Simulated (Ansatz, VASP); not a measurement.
**Two plane-wave programs on O**

File INCAR:

```
PREC = Accurate ; ENCUT = 520
EDIFF = 1E-6 ; ISMEAR = -1
SIGMA = 0.05 ; LREAL = F
LASPH = T ; NELM = 100
ALGO = Normal ; ISIF = 2
LWAVE = F ; LCHARG = T
GGA = PE ; LELF = T
LVHAR = T ; NBANDS = 13
```

File KPOINTS:

```
regular mesh
0
Gamma
  9 9 9
```

The input POSCAR:

```
O
1.0
    1.6749479049      0.9670316238      3.7319995215
   -1.6749479049      0.9670316238      3.7319995215
    0.0000000000     -1.9340632475      3.7319995215
O
2
Direct
    0.0546147200      0.0546147200      0.0546147200
    0.9453852800      0.9453852800      0.9453852800
```

Contents of input.yaml:

```yaml
crystal:
  lattice:
    - [1.6749479049, 0.9670316238, 3.7319995215]
    - [-1.6749479049, 0.9670316238, 3.7319995215]
    - [0.0, -1.9340632475, 3.7319995215]
  atoms:
    - { symbol: O, position: [0.05461472, 0.05461472, 0.05461472] }
    - { symbol: O, position: [0.94538528, 0.94538528, 0.94538528] }
hamiltonian:
  xc: pbe
  pseudopotentials: { kind: paw }
kpoints:
  mp_grid: { grid: [9, 9, 9] }
scf:
  occupations: { method: fermi_dirac, width: 0.05 }
output:
  forces: true
  stress: true
  eigenvalues: true
  write_density: true
  write_potential: true
  elf: true
  volumetric_format: npy
```

Alike in both runs: task single point; functional PBE; k mesh 9 × 9 × 9; occupations fermi-dirac, width 0.05 eV; no spin polarisation.

```csv
,VASP,Ansatz
version,VASP 6.6.1,Ansatz 0.2.0
potentials or method,"VASP PAW PBE potentials, release 64 (O)",Ansatz PAW
plane-wave cutoff (eV),520,420
valence electrons in the cell,12,12
```

Ansatz gave:

- gap on the k mesh at the Fermi level (eV): none
- pressure (GPa): -3.0
- traceless stress, the component that is largest in VASP (GPa): 0.84
- rms of the force components (eV/Å): 0.214

Q: What did VASP give for the same quantities?

A: gap on the k mesh at the Fermi level (eV): none; pressure (GPa): -1.2; traceless stress, the component that is largest in VASP (GPa): 4.80; rms of the force components (eV/Å): 0.430.

Atom by atom the forces differ by 0.644 eV/Å (rms over components). A gap of «none» marks a metal or a gap that the smearing closes.

Noted on VASP's run: the standard files for N, O and F lose accuracy on very short bonds; spin is off for a triplet molecule. Noted on Ansatz's run: spin is off for a triplet molecule.
